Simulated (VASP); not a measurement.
# OsBr3 (Pm-3m) in VASP: a series of runs

Runs on OsBr3. Level: PBE+U. Tasks: single point.

All numbers are computed with VASP 6.6.1; they aren't measurements. Logs are shortened: lines on timing, memory, paths and dates and some standing lists are left out, and cuts for length are marked.

### 1 The cell of the first run

The structure is cubic, space group Pm-3m (No. 221). Conventional cell: a = 5.143 Å, b = 5.143 Å, c = 5.143 Å, α = 90.00°, β = 90.00°, γ = 90.00°. Within 3.4 Å of Os (site symmetry m-3m) lie 6 Br at 2.57 Å. Within 3.4 Å of Br (site symmetry 4/mmm) lie 2 Os at 2.57 Å.

### 2 Single point, PBE+U, collinear spin (34.01 Å³/atom)

INCAR

```
ALGO = Normal
EDIFF = 1E-6
ENCUT = 520
GGA = PE
ISIF = 2
ISMEAR = 0
ISPIN = 2
LASPH = T
LCHARG = F
LDAU = T
LDAUJ = 0 0
LDAUL = 2 -1
LDAUPRINT = 1
LDAUTYPE = 2
LDAUU = 2 0
LMAXMIX = 4
LORBIT = 11
LREAL = F
LWAVE = F
MAGMOM = 2.26 0.16 0.16 0.16
NBANDS = 26
NELM = 150
PREC = Accurate
SIGMA = 0.05
```

KPOINTS

```
k-points
0
Gamma
  6 6 6
```

POSCAR

```
OsBr3
1.0
    5.1428858668      0.0000000000      0.0000000000
    0.0000000000      5.1428858668      0.0000000000
    0.0000000000      0.0000000000      5.1428858668
Os Br
1 3
Direct
    0.0000000000      0.0000000000      0.0000000000
    0.5000000000      0.0000000000      0.0000000000
    0.0000000000      0.0000000000      0.5000000000
    0.0000000000      0.5000000000      0.0000000000
```

Potentials or basis: VASP PAW PBE potentials, release 64 (Os, Br).

Launch:

```sh
$ cat potpaw_PBE.64/Os/POTCAR potpaw_PBE.64/Br/POTCAR > POTCAR
$ mpirun -np 1 vasp_std > vasp.out
```

OUTCAR:

```text
EDIFF = 1E-6
   ENCUT = 520
   GGA = PE
   ISIF = 2
   ISMEAR = 0
   ISPIN = 2
   LASPH = T
   LORBIT = 11
   LREAL = F
   NELM = 150
   PREC = Accurate

 ion  position               nearest neighbor table
   1  0.000  0.000  0.000-   2 2.57   3 2.57   4 2.57   3 2.57   4 2.57   2 2.57
   2  0.500  0.000  0.000-   1 2.57   1 2.57
   3  0.000  0.000  0.500-   1 2.57   1 2.57
   4  0.000  0.500  0.000-   1 2.57   1 2.57

  LATTYP: Found a simple cubic cell.
 ALAT       =     5.1428858668

  Lattice vectors:

 A1 = (   5.1428858668,   0.0000000000,   0.0000000000)
 A2 = (   0.0000000000,   5.1428858668,   0.0000000000)
 A3 = (   0.0000000000,   0.0000000000,   5.1428858668)

Analysis of symmetry for initial positions (statically):
=====================================================================
 Subroutine PRICEL returns:
 Original cell was already a primitive cell.

 Routine SETGRP: Setting up the symmetry group for a
 simple cubic supercell.

 Subroutine GETGRP returns: Found 48 space group operations
 (whereof 48 operations were pure point group operations)
 out of a pool of 48 trial point group operations.

The static configuration has the point symmetry O_h .

Analysis of symmetry for dynamics (positions and initial velocities):
=====================================================================
 Subroutine PRICEL returns:
 Original cell was already a primitive cell.

 Routine SETGRP: Setting up the symmetry group for a
 simple cubic supercell.

 Subroutine GETGRP returns: Found 48 space group operations
 (whereof 48 operations were pure point group operations)
 out of a pool of 48 trial point group operations.

The dynamic configuration has the point symmetry O_h .

Analysis of structural, dynamic, and magnetic symmetry:
=====================================================================
 Subroutine PRICEL returns:
 Original cell was already a primitive cell.

 Routine SETGRP: Setting up the symmetry group for a
 simple cubic supercell.

 Subroutine GETGRP returns: Found 48 space group operations
 (whereof 48 operations were pure point group operations)
 out of a pool of 48 trial point group operations.

The overall configuration has the point symmetry O_h .

 Subroutine INISYM returns: Found 48 space group operations
 (whereof 48 operations are pure point group operations),
 and found     1 'primitive' translations

----------------------------------------------------------------------------------------

                                     Primitive cell

  volume of cell :     136.0256

  direct lattice vectors                    reciprocal lattice vectors
     5.142885867  0.000000000  0.000000000     0.194443358  0.000000000  0.000000000
     0.000000000  5.142885867  0.000000000     0.000000000  0.194443358  0.000000000
     0.000000000  0.000000000  5.142885867     0.000000000  0.000000000  0.194443358

  length of vectors
     5.142885867  5.142885867  5.142885867     0.194443358  0.194443358  0.194443358

  position of ions in fractional coordinates (direct lattice)
     0.000000000  0.000000000  0.000000000
     0.500000000  0.000000000  0.000000000
     0.000000000  0.000000000  0.500000000
     0.000000000  0.500000000  0.000000000

  ion indices of the primitive-cell ions
   primitive index   ion index
                 1           1
                 2           2
                 3           3
                 4           4

----------------------------------------------------------------------------------------
[... 79 lines left out ...]
   EFERMI =   0.00;   METHOD = LEGACY
   ISMEAR =     0;   SIGMA  =   0.05  broadening in eV -4-tet -1-fermi 0-gaus
   EFERMI_NEDOS =   21; number of points for ismear=-14 and -15
   IALGO  =     38    algorithm
   IMIX   =      4    mixing-type and parameters
     AMIX     =   0.40;   BMIX     =  1.00
     AMIX_MAG =   1.60;   BMIX_MAG =  1.00
  volume/ion in A,a.u.               =      34.01       229.49
  Fermi-wavevector in a.u.,A,eV,Ry     =   0.977989  1.848131 13.013461  0.956462
  Thomas-Fermi vector in A             =   2.108729
   LORBIT       =     11    0 simple, 1 ext, 2 COOP (PROOUT), +10 PAW based schemes
 LDA+U is selected, type is set to LDAUTYPE =  2
   angular momentum for each species LDAUL =     2   -1
   U (eV)           for each species LDAUU =   2.0  0.0
   J (eV)           for each species LDAUJ =   0.0  0.0
   GGA     = PE    functional components
   LHFCALC =     F    Hartree Fock is set to
   AEXX    =    0.0000 exact exchange contribution
   IVDW    =     0    specifies the selected vdW correction
   LEPSILON=     F    determine dielectric tensor
   LRPA    =     F    only Hartree local field effects (RPA)
 spin polarized calculation
 Gauss-broadening in eV      SIGMA  =   0.05
  energy-cutoff  :      520.00
  volume of cell :      136.03
 maximum number of plane-waves:      3743
 NGX is ok and might be reduce to    40
   NGX = 19   NGY = 19   NGZ = 19

atom =   1  type =  1  l = 2

 onsite density matrix

spin component  1

  0.9562  0.0000  0.0000 -0.0000 -0.0000
  0.0000  0.9562 -0.0000 -0.0000 -0.0000
  0.0000 -0.0000  0.7899  0.0000  0.0000
 -0.0000 -0.0000  0.0000  0.9562  0.0000
 -0.0000 -0.0000  0.0000  0.0000  0.7899

spin component  2

  0.3475 -0.0000 -0.0000 -0.0000  0.0000
 -0.0000  0.3475  0.0000  0.0000  0.0000
 -0.0000  0.0000  0.2718  0.0000 -0.0000
 -0.0000  0.0000  0.0000  0.3475 -0.0000
  0.0000  0.0000 -0.0000 -0.0000  0.2718

 occupancies and eigenvectors

  o =  0.2718  v =  0.0000  0.0000  0.0000  0.0000  0.0000  0.0000  0.0000 -0.9943  0.0000 -0.1064      0.0000  0.0000  0.0000  0.0000  0.0000  0.0000  0.0000  0.0000  0.0000  0.0000
  o =  0.2718  v =  0.0000  0.0000  0.0000  0.0000  0.0000  0.0000 -0.0000 -0.1064 -0.0000  0.9943      0.0000  0.0000  0.0000  0.0000  0.0000  0.0000  0.0000  0.0000  0.0000  0.0000
  o =  0.3475  v =  0.0000  0.0000  0.0000  0.0000  0.0000  0.0000 -0.9968 -0.0000 -0.0795 -0.0000      0.0000  0.0000  0.0000  0.0000  0.0000  0.0000  0.0000  0.0000  0.0000  0.0000
  o =  0.3475  v =  0.0000  0.0000  0.0000  0.0000  0.0000  0.0000 -0.0795  0.0000  0.9968  0.0000      0.0000  0.0000  0.0000  0.0000  0.0000  0.0000  0.0000  0.0000  0.0000  0.0000
  o =  0.3475  v =  0.0000  0.0000  0.0000  0.0000  0.0000  1.0000  0.0000  0.0000  0.0000  0.0000      0.0000  0.0000  0.0000  0.0000  0.0000  0.0000  0.0000  0.0000  0.0000  0.0000
  o =  0.7899  v =  0.0000 -0.0000 -0.0093  0.0000 -1.0000  0.0000  0.0000  0.0000  0.0000  0.0000      0.0000  0.0000  0.0000  0.0000  0.0000  0.0000  0.0000  0.0000  0.0000  0.0000
  o =  0.7899  v =  0.0000 -0.0000  1.0000 -0.0000 -0.0093  0.0000  0.0000  0.0000  0.0000  0.0000      0.0000  0.0000  0.0000  0.0000  0.0000  0.0000  0.0000  0.0000  0.0000  0.0000
  o =  0.9562  v =  1.0000  0.0000  0.0000  0.0000  0.0000  0.0000  0.0000  0.0000  0.0000  0.0000      0.0000  0.0000  0.0000  0.0000  0.0000  0.0000  0.0000  0.0000  0.0000  0.0000
  o =  0.9562  v =  0.0000 -0.1369 -0.0000 -0.9906 -0.0000  0.0000  0.0000  0.0000  0.0000  0.0000      0.0000  0.0000  0.0000  0.0000  0.0000  0.0000  0.0000  0.0000  0.0000  0.0000
  o =  0.9562  v =  0.0000 -0.9906 -0.0000  0.1369  0.0000  0.0000  0.0000  0.0000  0.0000  0.0000      0.0000  0.0000  0.0000  0.0000  0.0000  0.0000  0.0000  0.0000  0.0000  0.0000

 number of electron      29.0000006 magnetization       3.4093913

 Free energy of the ion-electron system (eV)
  ---------------------------------------------------
  ext. energy  EPLUGINS =         0.00000000
  ---------------------------------------------------
  free energy    TOTEN  =       -12.79908703 eV

  energy without entropy =      -12.79774440  energy(sigma->0) =      -12.79841572

 E-fermi :   0.5816     XC(G=0):  -7.7269

 val. band max:        0.5763685485   @ k =   0.5000   0.0000   0.0000
 cond. band min:       0.7158592962   @ k =   0.3333   0.1667   0.1667
 fundamental gap:      0.1394907478
 Fermi energy:         0.5816499686

 spin component 1

 k-point     1 :       0.0000    0.0000    0.0000
  band No.  band energies     occupation
      1     -15.1933      1.00000
      2     -14.4116      1.00000
      3     -14.4116      1.00000
      4      -4.1132      1.00000
      5      -4.1132      1.00000
      6      -4.1132      1.00000
[... 569 lines left out ...]
     25      10.2885      0.00000
     26      10.8986      0.00000
 Fermi energy:         0.5816499686

 spin component 2

 k-point     1 :       0.0000    0.0000    0.0000
  band No.  band energies     occupation
      1     -15.0030      1.00000
      2     -14.1649      1.00000
      3     -14.1649      1.00000
      4      -3.9650      1.00000
      5      -3.9650      1.00000
      6      -3.9650      1.00000
[... 569 lines left out ...]
     25      10.6389      0.00000
     26      11.0783      0.00000

------------------------ aborting loop because EDIFF is reached ----------------------------------------

  FORCE on cell =-STRESS in cart. coord.  units (eV):
  Direction    XX          YY          ZZ          XY          YZ          ZX
  --------------------------------------------------------------------------------------
  -------------------------------------------------------------------------------------
  Total        0.8146274      0.8146274      0.8146274      0.0000000      0.0000000     -0.0000000
  in kB        9.5950870      9.5950870      9.5950870      0.0000000      0.0000000     -0.0000000
  external PRESSURE =       9.5950870 kB  Pullay stress =       0.0000000 kB

 VOLUME and BASIS-vectors are now :
 -----------------------------------------------------------------------------
  energy-cutoff  :      520.00
  volume of cell :      136.03
      direct lattice vectors                 reciprocal lattice vectors
     5.142885867  0.000000000  0.000000000     0.194443358  0.000000000  0.000000000
     0.000000000  5.142885867  0.000000000     0.000000000  0.194443358  0.000000000
     0.000000000  0.000000000  5.142885867     0.000000000  0.000000000  0.194443358

 POSITION                                       TOTAL-FORCE (eV/Angst)
 -----------------------------------------------------------------------------------
      0.00000      0.00000      0.00000         0.000000      0.000000      0.000000
      2.57144      0.00000      0.00000         0.000000      0.000000      0.000000
      0.00000      0.00000      2.57144         0.000000      0.000000      0.000000
      0.00000      2.57144      0.00000         0.000000      0.000000      0.000000
 -----------------------------------------------------------------------------------
    total drift:                               -0.000000     -0.000000     -0.000000

  FREE ENERGIE OF THE ION-ELECTRON SYSTEM (eV)
  ---------------------------------------------------
  free  energy   TOTEN  =       -12.7990870294 eV

  energy  without entropy=      -12.7977444024  energy(sigma->0) =      -12.79841572

 total charge

# of ion       s       p       d       tot
------------------------------------------
    1        0.469   0.408   5.977   6.854
    2        1.614   3.202   0.036   4.852
    3        1.614   3.202   0.036   4.852
    4        1.614   3.202   0.036   4.852
--------------------------------------------------
tot          5.310  10.015   6.087  21.412

 magnetization (x)

# of ion       s       p       d       tot
------------------------------------------
    1        0.085   0.039   2.841   2.965
    2        0.019   0.119   0.011   0.149
    3        0.019   0.119   0.011   0.149
    4        0.019   0.119   0.011   0.149
--------------------------------------------------
tot          0.143   0.395   2.874   3.412
```

Run time: 73 s. Hardware: 1 thread of AMD EPYC 9R45 (Zen 5), shared host; peak memory 0.3 GiB.

Results:

```yaml
Free_energy: -12.7991 eV
Pressure: 1.0 GPa
Net_moment: 3.41 μB per cell
Site_moments: Os +2.96; Br +0.15 μB
Valence_electrons_inside_the_program's_atomic_spheres: Os 6.85; Br 4.85
```

Levels at points of the mesh, in eV from the Fermi level:
Spin up:
| k point | band 12 | band 13 | band 14 | band 15 | band 16 | band 17 | band 18 | band 19 | band 20 | band 21 |
| --- | --- | --- | --- | --- | --- | --- | --- | --- | --- | --- |
| (0.00, 0.00, 0.00) | -2.16 | -2.16 | -2.16 | -1.91 | -1.91 | -1.91 | 0.44 | 4.45 | 7.22 | 7.22 |
| (0.50, 0.00, 0.00) | -2.34 | -2.00 | -2.00 | -1.26 | -1.22 | -1.22 | 5.33 | 6.24 | 6.54 | 8.37 |
| (0.50, 0.50, 0.00) | -2.09 | -1.38 | -1.26 | -1.20 | -1.20 | 2.84 | 6.56 | 6.56 | 6.99 | 7.19 |
| (0.50, 0.50, 0.50) | -1.36 | -1.26 | -1.26 | -1.26 | 2.85 | 2.85 | 5.22 | 5.43 | 5.43 | 5.43 |
Spin down:
```
           k point  band 8  band 9  band 10  band 11  band 12  band 13  band 14  band 15  band 16  band 17
(0.00, 0.00, 0.00)   -1.93   -1.93    -1.73    -1.73    -1.73    -1.04    -1.04    -1.04    -0.01    -0.01
(0.50, 0.00, 0.00)   -3.17   -2.83    -2.12    -1.80    -1.80    -1.03    -0.01     0.56     0.56     0.65
(0.50, 0.50, 0.00)   -3.15   -3.15    -2.48    -2.48    -1.02     0.25     0.56     0.56     0.86     4.54
(0.50, 0.50, 0.50)   -4.25   -4.25    -1.02    -1.02    -1.02     0.87     0.87     0.87     4.55     4.55
```

Eigenvalues of the final occupation matrices:
| site | spin | trace | eigenvalues |
| --- | --- | --- | --- |
| site 1 d | 1 | 4.45 | 0.79 0.79 0.96 0.96 0.96 |
| site 1 d | 2 | 1.59 | 0.27 0.27 0.35 0.35 0.35 |

Caveat: spin-orbit coupling is left out, which moves the levels of the heavy elements.

(Continued in part 2 of 2.)
